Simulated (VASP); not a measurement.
A run of VASP 6.6.1:

Contents of INCAR:

```
SYSTEM = TaC3
  PREC = Accurate
  ENCUT = 520
  EDIFF = 1E-7
  ISMEAR = 0
  SIGMA = 0.1
  LREAL = .False.
  LASPH = .True.
  NELM = 60
  ALGO = Normal
  ISIF = 2
  LWAVE = .False.
  LCHARG = .False.
  GGA = PE
  NBANDS = 20
```

Contents of KPOINTS:

```
Automatic mesh
0
Gamma
  6 6 4
  0 0 0
```

File POSCAR:

```
TaC3
1.0
    2.9687330000      0.0000000000      0.0000000000
   -1.4843665000      2.5709981900      0.0000000000
    0.0000000000      0.0000000000      6.9915549000
Ta C
1 3
Direct
    0.0000000000      0.0000000000      0.0000000000
    0.3333333300      0.6666666700      0.0000000000
    0.6666666700      0.3333333300      0.0000000000
    0.0000000000      0.0000000000      0.5000000000
```

Potentials or basis: VASP PAW PBE potentials, release 64 (Ta_pv, C).

The run is started by

```bash
$ cat potpaw_PBE.64/Ta_pv/POTCAR potpaw_PBE.64/C/POTCAR > POTCAR
$ mpirun -np 1 vasp_std > vasp.out
```

Hardware: 1 thread of Intel(R) Xeon(R) Platinum 8488C (Sapphire Rapids) (shared host).

Task: Estimate the wall time of this run.

Result: Wall time 26 s on 1 thread of Intel(R) Xeon(R) Platinum 8488C (Sapphire Rapids) (shared host), peak memory 0.18 GiB. Counts: scf iterations 18, k points 21.
